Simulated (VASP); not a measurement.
Input of a VASP 6.6.1 run:

The input INCAR:

```
  PREC = Accurate
  ENCUT = 600
  EDIFF = 1E-6
  ISMEAR = 0
  SIGMA = 0.1
  LREAL = False
  LASPH = True
  NELM = 80
  ALGO = Normal
  ISIF = 3
  LWAVE = False
  LCHARG = False
  GGA = PE
  IBRION = 2
  NSW = 90
  EDIFFG = -0.04
```

File KPOINTS:

```
regular mesh
0
Gamma
  4 4 4
```

The input POSCAR:

```
Li4C
1.0
    3.8153056700      0.0000000000      0.0000000000
    0.0000000000      3.8153056700      0.0000000000
    0.0000000000      0.0000000000      7.4357163700
Li C
8 2
Direct
    0.5000000000      0.0000000000      0.9444504100
    0.0000000000      0.5000000000      0.4401134200
    0.5000000000      0.0000000000      0.5598865800
    0.0000000000      0.5000000000      0.0555495900
    0.5000000000      0.5000000000      0.7175807700
    0.0000000000      0.0000000000      0.2474814700
    0.0000000000      0.0000000000      0.7525185300
    0.5000000000      0.5000000000      0.2824192300
    0.5000000000      0.0000000000      0.7915907000
    0.0000000000      0.5000000000      0.2084093000
```

Potentials or basis: VASP PAW PBE potentials, release 64 (Li_sv, C).

The run is started by

```bash
$ cat potpaw_PBE.64/Li_sv/POTCAR potpaw_PBE.64/C/POTCAR > POTCAR
$ mpirun -np 1 vasp_std > vasp.out
```

**Question.** Predict the relaxed cell.

**Answer.** a = 4.108 Å, b = 4.108 Å, c = 7.946 Å, α = 90.00°, β = 90.00°, γ = 90.00°.

**Question.** Predict the band gap on the k mesh.

**Answer.** Zero (bands 16 and 17 overlap by 0.13 eV).

**Question.** What does it give for the relaxed volume?

**Answer.** 13.41 Å³/atom.

The path:
```tsv
step	energy change (eV)	largest force (eV/Å)	pressure (GPa)	volume (Å³)
1	0.0000	22.8098	38.16	108.24
2	-3.4081	18.8472	11.22	150.94
3	-6.9997	14.5260	11.76	143.21
4	-8.6328	12.2650	12.02	138.59
5	-12.0575	7.5707	13.94	122.92
6	-12.5557	6.3953	17.60	115.51
7	-12.5583	6.7958	15.82	118.05
8	-14.9618	0.5844	-0.71	140.14
9	-15.0821	0.6067	1.87	133.66
10	-15.0837	0.6044	1.61	134.22
11	-15.3064	0.5552	0.71	136.61
12	-15.4890	0.4136	-0.86	142.50
13	-15.4970	0.4398	-0.64	141.51
14	-15.5371	0.3616	-0.59	140.62
15	-15.6158	0.1301	-0.39	137.97
16	-15.5942	0.3262	0.18	132.76
17	-15.6351	0.1202	-0.17	135.81
18	-15.6386	0.0809	0.02	135.03
19	-15.6390	0.1123	0.12	134.64
20	-15.6418	0.0906	0.11	134.47
21	-15.6460	0.0392	0.08	134.09
```

Caveat: the k points lie up to 0.38 Å⁻¹ apart in the final cell; the cutoff is under 1.25 times the usual one of these potentials, so pressure, stress and relaxed cells hold a basis-set (Pulay) error; the volume moved by over 15 % at a fixed basis, so the end points are rough.
